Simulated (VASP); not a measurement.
# CaB6 (Pm-3m) in VASP: notebook

CaB6 is run at these levels: r2SCAN; tasks: single point.

Everything below comes from runs of VASP 6.6.1. Logs are shortened: lines on timing, memory, paths and dates and some standing lists are left out, and cuts for length are marked.

**Measured values to compare with.**

“Bulk Band Gaps in Divalent Hexaborides”, 2001, arxiv:cond-mat/0107429 reports, for a bulk crystal of CaB6: band gap 1.15 eV.

How close the calculation comes is told below.

### Step 1. The cell of the first run

It takes space group Pm-3m (No. 221, cubic). The conventional cell has a = 4.145 Å, b = 4.145 Å, c = 4.145 Å, α = 90.00°, β = 90.00°, γ = 90.00°. Ca (site symmetry m-3m) has 24 B at 3.05 Å and 6 Ca at 4.14 Å within 4.2 Å. B (site symmetry 4mm) has 5 B at 1.72 Å within 2.3 Å.

### Step 2. Single point, r2SCAN

POSCAR

```
CaB6
1.0
    4.1450000000      0.0000000000      0.0000000000
    0.0000000000      4.1450000000      0.0000000000
    0.0000000000      0.0000000000      4.1450000000
Ca B
1 6
Direct
    0.5000000000      0.5000000000      0.5000000000
    0.0000000000      0.0000000000      0.2930000000
    0.0000000000      0.0000000000      0.7070000000
    0.2930000000      0.0000000000      0.0000000000
    0.7070000000      0.0000000000      0.0000000000
    0.0000000000      0.2930000000      0.0000000000
    0.0000000000      0.7070000000      0.0000000000
```

INCAR.step1

```
SYSTEM = CaB6
ALGO = Normal
EDIFF = 1E-4
ENCUT = 520
GGA = PE
ISMEAR = 0
LASPH = .TRUE.
LCHARG = .FALSE.
LREAL = .FALSE.
LWAVE = .TRUE.
NBANDS = 23
NELM = 60
PREC = Accurate
SIGMA = 0.1
```

INCAR.step2

```
SYSTEM = CaB6
ALGO = Normal
EDIFF = 1E-6
ENCUT = 520
ISIF = 2
ISMEAR = 0
ISTART = 1
LASPH = .TRUE.
LCHARG = .FALSE.
LMIXTAU = .TRUE.
LREAL = .FALSE.
LWAVE = .FALSE.
METAGGA = R2SCAN
NBANDS = 23
NELM = 60
PREC = Accurate
SIGMA = 0.1
```

KPOINTS

```
k-points
0
G
  4 4 4
  0 0 0
```

Potentials or basis: VASP PAW PBE potentials, release 64 (Ca_sv, B).

Launch:

```bash
> cat potpaw_PBE.64/Ca_sv/POTCAR potpaw_PBE.64/B/POTCAR > POTCAR
> cp INCAR.step1 INCAR
> mpirun -np 1 vasp_std > vasp.out
> cp INCAR.step2 INCAR
> mpirun -np 1 vasp_std > vasp.out
```

OUTCAR:

```text
SYSTEM = CaB6
   EDIFF = 1E-6
   ENCUT = 520
   ISIF = 2
   ISMEAR = 0
   ISTART = 1
   LASPH = .TRUE.
   LREAL = .FALSE.
   METAGGA = R2SCAN
   NELM = 60
   PREC = Accurate

 ion  position               nearest neighbor table
   1  0.500  0.500  0.500-
   2  0.000  0.000  0.293-   3 1.72   4 1.72   5 1.72   6 1.72   7 1.72
   3  0.000  0.000  0.707-   2 1.72   4 1.72   5 1.72   6 1.72   7 1.72
   4  0.293  0.000  0.000-   5 1.72   3 1.72   2 1.72   6 1.72   7 1.72
   5  0.707  0.000  0.000-   4 1.72   3 1.72   2 1.72   6 1.72   7 1.72
   6  0.000  0.293  0.000-   7 1.72   3 1.72   4 1.72   5 1.72   2 1.72
   7  0.000  0.707  0.000-   6 1.72   3 1.72   4 1.72   5 1.72   2 1.72

  LATTYP: Found a simple cubic cell.
 ALAT       =     4.1450000000

  Lattice vectors:

 A1 = (   4.1450000000,   0.0000000000,   0.0000000000)
 A2 = (   0.0000000000,   4.1450000000,   0.0000000000)
 A3 = (   0.0000000000,   0.0000000000,   4.1450000000)

Analysis of symmetry for initial positions (statically):
=====================================================================
 Subroutine PRICEL returns:
 Original cell was already a primitive cell.

 Routine SETGRP: Setting up the symmetry group for a
 simple cubic supercell.

 Subroutine GETGRP returns: Found 48 space group operations
 (whereof 48 operations were pure point group operations)
 out of a pool of 48 trial point group operations.

The static configuration has the point symmetry O_h .

Analysis of symmetry for dynamics (positions and initial velocities):
=====================================================================
 Subroutine PRICEL returns:
 Original cell was already a primitive cell.

 Routine SETGRP: Setting up the symmetry group for a
 simple cubic supercell.

 Subroutine GETGRP returns: Found 48 space group operations
 (whereof 48 operations were pure point group operations)
 out of a pool of 48 trial point group operations.

The dynamic configuration has the point symmetry O_h .

 Subroutine INISYM returns: Found 48 space group operations
 (whereof 48 operations are pure point group operations),
 and found     1 'primitive' translations

----------------------------------------------------------------------------------------

                                     Primitive cell

  volume of cell :      71.2153

  direct lattice vectors                    reciprocal lattice vectors
     4.145000000  0.000000000  0.000000000     0.241254524  0.000000000  0.000000000
     0.000000000  4.145000000  0.000000000     0.000000000  0.241254524  0.000000000
     0.000000000  0.000000000  4.145000000     0.000000000  0.000000000  0.241254524

  length of vectors
     4.145000000  4.145000000  4.145000000     0.241254524  0.241254524  0.241254524

  position of ions in fractional coordinates (direct lattice)
     0.500000000  0.500000000  0.500000000
     0.000000000  0.000000000  0.293000000
     0.000000000  0.000000000  0.707000000
     0.293000000  0.000000000  0.000000000
     0.707000000  0.000000000  0.000000000
     0.000000000  0.293000000  0.000000000
     0.000000000  0.707000000  0.000000000

  ion indices of the primitive-cell ions
   primitive index   ion index
                 1           1
                 2           2
                 3           3
                 4           4
                 5           5
                 6           6
                 7           7

----------------------------------------------------------------------------------------

 KPOINTS: k-points

Automatic generation of k-mesh.
 Grid dimensions read from file:
 generate k-points for:    4    4    4

 Generating k-lattice:

  Cartesian coordinates                     Fractional coordinates (reciprocal lattice)
     0.060313631  0.000000000  0.000000000     0.250000000  0.000000000  0.000000000
     0.000000000  0.060313631  0.000000000     0.000000000  0.250000000  0.000000000
     0.000000000  0.000000000  0.060313631     0.000000000  0.000000000  0.250000000

  Length of vectors
     0.060313631  0.060313631  0.060313631

  Shift w.r.t. Gamma in fractional coordinates (k-lattice)
     0.000000000  0.000000000  0.000000000

 Subroutine IBZKPT returns following result:
 ===========================================

 Found     10 irreducible k-points:

 Following reciprocal coordinates:
            Coordinates               Weight
  0.000000  0.000000  0.000000      1.000000
  0.250000  0.000000  0.000000      6.000000
  0.500000  0.000000  0.000000      3.000000
  0.250000  0.250000  0.000000     12.000000
  0.500000  0.250000  0.000000     12.000000
  0.500000  0.500000  0.000000      3.000000
  0.250000  0.250000  0.250000      8.000000
  0.500000  0.250000  0.250000     12.000000
  0.500000  0.500000  0.250000      6.000000
  0.500000  0.500000  0.500000      1.000000
   k-points           NKPTS =     10   k-points in BZ     NKDIM =     10   number of bands    NBANDS=     23
   number of dos      NEDOS =    301   number of ions     NIONS =      7
   total plane-waves  NPLWV =  32768
   dimension x,y,z NGX =    32 NGY =   32 NGZ =   32
   dimension x,y,z NGXF=    64 NGYF=   64 NGZF=   64
   ions per type =               1   6
   NGX,Y,Z   is equivalent  to a cutoff of  12.83, 12.83, 12.83 a.u.
   NGXF,Y,Z  is equivalent  to a cutoff of  25.67, 25.67, 25.67 a.u.
 SYSTEM =  CaB6
   PREC   = accura    normal or accurate (medium, high low for compatibility)
   ISTART =      1    job   : 0-new  1-cont  2-samecut
   ICHARG =      0    charge: 1-file 2-atom 10-const
   ISPIN  =      1    spin polarized calculation?
   LNONCOLLINEAR =      F non collinear calculations
   LSORBIT =      F    spin-orbit coupling
   LASPH  =      T    aspherical Exc in radial PAW
   ENCUT  =  520.0 eV  38.22 Ry    6.18 a.u.   7.71  7.71  7.71*2*pi/ulx,y,z
   NELM   =     60;   NELMIN=  2; NELMDL=  0     # of ELM steps
   EDIFF  = 0.1E-05   stopping-criterion for ELM
   LREAL  =      F    real-space projection
   EDIFFG = 0.1E-04   stopping-criterion for IOM
   NSW    =      0    number of steps for IOM
   IBRION =     -1    ionic relax: 0-MD 1-quasi-New 2-CG
   NFREE  =      0    steps in history (QN), initial steepest desc. (CG)
   ISIF   =      2    stress and relaxation
   ISYM   =      2    0-nonsym 1-usesym 2-fastsym
   POTIM  = 0.5000    time-step for ionic-motion
   TEBEG  =    0.0;   TEEND  =   0.0 temperature during run
   PSTRESS=    0.0 pullay stress
   NELECT =      28.0000    total number of electrons
   NUPDOWN=      -1.0000    fix difference up-down
   EMIN   =  10.00;   EMAX   =-10.00  energy-range for DOS
   EFERMI =   0.00;   METHOD = LEGACY
   ISMEAR =     0;   SIGMA  =   0.10  broadening in eV -4-tet -1-fermi 0-gaus
   EFERMI_NEDOS =   21; number of points for ismear=-14 and -15
   IALGO  =     38    algorithm
   IMIX   =      4    mixing-type and parameters
     AMIX     =   0.40;   BMIX     =  1.00
     AMIX_MAG =   1.60;   BMIX_MAG =  1.00
  volume/ion in A,a.u.               =      10.17        68.65
  Fermi-wavevector in a.u.,A,eV,Ry     =   1.199323  2.266393 19.570302  1.438377
  Thomas-Fermi vector in A             =   2.335189
   LORBIT       =      0    0 simple, 1 ext, 2 COOP (PROOUT), +10 PAW based schemes
   METAGGA = R2SCAN    functional components
   LHFCALC =     F    Hartree Fock is set to
   AEXX    =    0.0000 exact exchange contribution
   IVDW    =     0    specifies the selected vdW correction
   LEPSILON=     F    determine dielectric tensor
   LRPA    =     F    only Hartree local field effects (RPA)
 non-spin polarized calculation
 Gauss-broadening in eV      SIGMA  =   0.10
  energy-cutoff  :      520.00
  volume of cell :       71.22
 maximum number of plane-waves:      1936
 NGX is ok and might be reduce to    32
   NGX = 15   NGY = 15   NGZ = 15

 number of electron      28.0000006 magnetization

 Free energy of the ion-electron system (eV)
  ---------------------------------------------------
  ext. energy  EPLUGINS =         0.00000000
  ---------------------------------------------------
  free energy    TOTEN  =       -54.29605129 eV

  energy without entropy =      -54.29542085  energy(sigma->0) =      -54.29573607

 E-fermi :   4.6502     XC(G=0): -11.1985

 val. band max:        4.5043464423   @ k =   0.5000   0.0000   0.0000
 cond. band min:       4.7960366537   @ k =   0.5000   0.0000   0.0000
 fundamental gap:      0.2916902114
 Fermi energy:         4.6501924620

 k-point     1 :       0.0000    0.0000    0.0000
  band No.  band energies     occupation
      1     -38.3716      2.00000
      2     -18.4726      2.00000
      3     -18.4726      2.00000
      4     -18.4726      2.00000
      5     -11.0147      2.00000
      6      -2.6785      2.00000
[... 15 lines left out ...]
     22       9.7134      0.00000
     23      11.2954      0.00000

 k-point     2 :       0.2500    0.0000    0.0000
  band No.  band energies     occupation
      1     -38.3705      2.00000
      2     -18.5017      2.00000
      3     -18.4692      2.00000
      4     -18.4692      2.00000
      5     -10.8400      2.00000
      6      -4.5020      2.00000
[... 15 lines left out ...]
     22      10.1161      0.00000
     23      10.5365      0.00000

 k-point     3 :       0.5000    0.0000    0.0000
  band No.  band energies     occupation
      1     -38.3694      2.00000
      2     -18.5304      2.00000
      3     -18.4658      2.00000
      4     -18.4658      2.00000
      5     -10.6410      2.00000
      6      -5.4068      2.00000
[... 15 lines left out ...]
     22      11.7170      0.00000
     23      11.7170      0.00000
[... 131 lines left out ...]
 k-point     9 :       0.5000    0.5000    0.2500
  band No.  band energies     occupation
      1     -38.3661      2.00000
      2     -18.5121      2.00000
      3     -18.5121      2.00000
      4     -18.4834      2.00000
      5     -10.2991      2.00000
      6      -4.5947      2.00000
[... 15 lines left out ...]
     22      10.7781      0.00000
     23      11.6688      0.00000

 k-point    10 :       0.5000    0.5000    0.5000
  band No.  band energies     occupation
      1     -38.3651      2.00000
      2     -18.5071      2.00000
      3     -18.5071      2.00000
      4     -18.5071      2.00000
      5     -10.1599      2.00000
      6      -4.4411      2.00000
[... 15 lines left out ...]
     22      13.5462      0.00000
     23      13.5462      0.00000

------------------------ aborting loop because EDIFF is reached ----------------------------------------

  FORCE on cell =-STRESS in cart. coord.  units (eV):
  Direction    XX          YY          ZZ          XY          YZ          ZX
  --------------------------------------------------------------------------------------
  -------------------------------------------------------------------------------------
  Total        0.5681252      0.5681252      0.5681252     -0.0000000     -0.0000000      0.0000000
  in kB       12.7814760     12.7814760     12.7814760     -0.0000000     -0.0000000      0.0000000
  external PRESSURE =      12.7814760 kB  Pullay stress =       0.0000000 kB

 VOLUME and BASIS-vectors are now :
 -----------------------------------------------------------------------------
  energy-cutoff  :      520.00
  volume of cell :       71.22
      direct lattice vectors                 reciprocal lattice vectors
     4.145000000  0.000000000  0.000000000     0.241254524  0.000000000  0.000000000
     0.000000000  4.145000000  0.000000000     0.000000000  0.241254524  0.000000000
     0.000000000  0.000000000  4.145000000     0.000000000  0.000000000  0.241254524

 POSITION                                       TOTAL-FORCE (eV/Angst)
 -----------------------------------------------------------------------------------
      2.07250      2.07250      2.07250         0.000000      0.000000     -0.000000
      0.00000      0.00000      1.21448         0.000000      0.000000      1.304758
      0.00000      0.00000      2.93052        -0.000000     -0.000000     -1.304758
      1.21448      0.00000      0.00000         1.304758      0.000000     -0.000000
      2.93052      0.00000      0.00000        -1.304758     -0.000000     -0.000000
      0.00000      1.21448      0.00000         0.000000      1.304758     -0.000000
      0.00000      2.93052      0.00000        -0.000000     -1.304758     -0.000000
 -----------------------------------------------------------------------------------
    total drift:                                0.000000      0.000000     -0.000000

  FREE ENERGIE OF THE ION-ELECTRON SYSTEM (eV)
  ---------------------------------------------------
  free  energy   TOTEN  =       -54.2960512885 eV

  energy  without entropy=      -54.2954208456  energy(sigma->0) =      -54.29573607
```

It took 50 s on 1 thread of Intel Xeon 8259CL, shared host; peak memory 0.18 GiB.

What came out:

```yaml
Free_energy: -54.2961 eV
Pressure: 1.3 GPa
Largest_force: 1.305 eV/Å
Band_gap_on_the_k_mesh: 0.29 eV
```

Forces in eV/Å, atoms in the order of the input:
```
Ca   0.000  0.000  0.000
B    0.000  0.000  1.305
B    0.000  0.000 -1.305
B    1.305  0.000  0.000
B   -1.305  0.000  0.000
B    0.000  1.305  0.000
B    0.000 -1.305  0.000
```

Levels at points of the mesh, in eV from the valence-band top:
```
           k point  band 10  band 11  band 12  band 13  band 14  band 15  band 16  band 17  band 18  band 19
(0.00, 0.00, 0.00)    -5.31    -5.31    -0.37    -0.37    -0.37     3.38     3.38     3.38     3.86     3.86
(0.50, 0.00, 0.00)    -4.91    -2.43    -2.43    -1.59     0.00     0.29     3.65     3.65     4.27     4.39
(0.50, 0.50, 0.00)    -5.00    -2.73    -2.73    -1.29    -1.29     3.53     3.53     4.48     4.77     4.85
(0.50, 0.50, 0.50)    -4.43    -4.43    -0.95    -0.95    -0.95     4.96     5.18     5.18     5.32     5.32
```

Caveat: the PAW data sets were made with another functional, which shifts forces and pressure a little. A k mesh can miss the band edges.

### Step 3. Single point, r2SCAN

This run uses another cell than the first one, of 10.10 Å³/atom.

POSCAR

```
CaB6
1.0
    4.1352172890      0.0000000000      0.0000000000
    0.0000000000      4.1352172890      0.0000000000
    0.0000000000      0.0000000000      4.1352172890
Ca B
1 6
Direct
    0.5000000000      0.5000000000      0.5000000000
    0.0000000000      0.0000000000      0.2981145663
    0.0000000000      0.0000000000      0.7018854337
    0.2981145663      0.0000000000      0.0000000000
    0.7018854337      0.0000000000      0.0000000000
    0.0000000000      0.2981145663      0.0000000000
    0.0000000000      0.7018854337      0.0000000000
```

INCAR.step1

```
SYSTEM = CaB6
PREC = Accurate
ENCUT = 520
ISMEAR = 0
SIGMA = 0.1
LREAL = .False.
LASPH = .True.
NELM = 100
NBANDS = 23
GGA = PE
ALGO = Normal
EDIFF = 1E-4
LWAVE = .True.
LCHARG = .False.
```

INCAR.step2

```
SYSTEM = CaB6
PREC = Accurate
ENCUT = 520
EDIFF = 1E-7
ISMEAR = 0
SIGMA = 0.1
LREAL = .False.
LASPH = .True.
NELM = 100
ALGO = Normal
ISIF = 2
LWAVE = .False.
LCHARG = .False.
METAGGA = R2SCAN
LMIXTAU = .True.
NBANDS = 23
ISTART = 1
```

KPOINTS

```
Automatic mesh
0
Gamma
  6 6 6
  0 0 0
```

Potentials or basis: VASP PAW PBE potentials, release 64 (Ca_sv, B).

Launch:

```bash
> cat potpaw_PBE.64/Ca_sv/POTCAR potpaw_PBE.64/B/POTCAR > POTCAR
> cp INCAR.step1 INCAR
> mpirun -np 1 vasp_std > vasp.out
> cp INCAR.step2 INCAR
> mpirun -np 1 vasp_std > vasp.out
```

It took 88 s on 1 thread of Intel Xeon 8259CL, shared host; peak memory 0.19 GiB.

It converged, with:

```yaml
Free_energy: -54.4271 eV
Pressure: 0.4 GPa
Largest_force: 0.044 eV/Å
Band_gap_on_the_k_mesh: 0.07 eV
```

Forces on the atoms (eV/Å):
```
Ca   0.000  0.000  0.000
B    0.000  0.000  0.044
B    0.000  0.000 -0.044
B    0.044  0.000  0.000
B   -0.044  0.000  0.000
B    0.000  0.044  0.000
B    0.000 -0.044  0.000
```

Levels at points of the mesh, in eV from the valence-band top:
```csv
k point,band 12,band 13,band 14,band 15,band 16,band 17
"(0.00, 0.00, 0.00)",-0.33,-0.33,-0.33,2.98,2.98,2.98
"(0.50, 0.00, 0.00)",-2.55,-1.89,0.00,0.07,3.48,3.48
"(0.50, 0.50, 0.00)",-2.87,-1.57,-1.57,3.30,3.30,4.41
"(0.50, 0.50, 0.50)",-1.14,-1.14,-1.14,4.82,5.11,5.11
```

Caveat: the PAW data sets were made with another functional, which shifts forces and pressure a little.

(Part 1 of 2 ends here.)
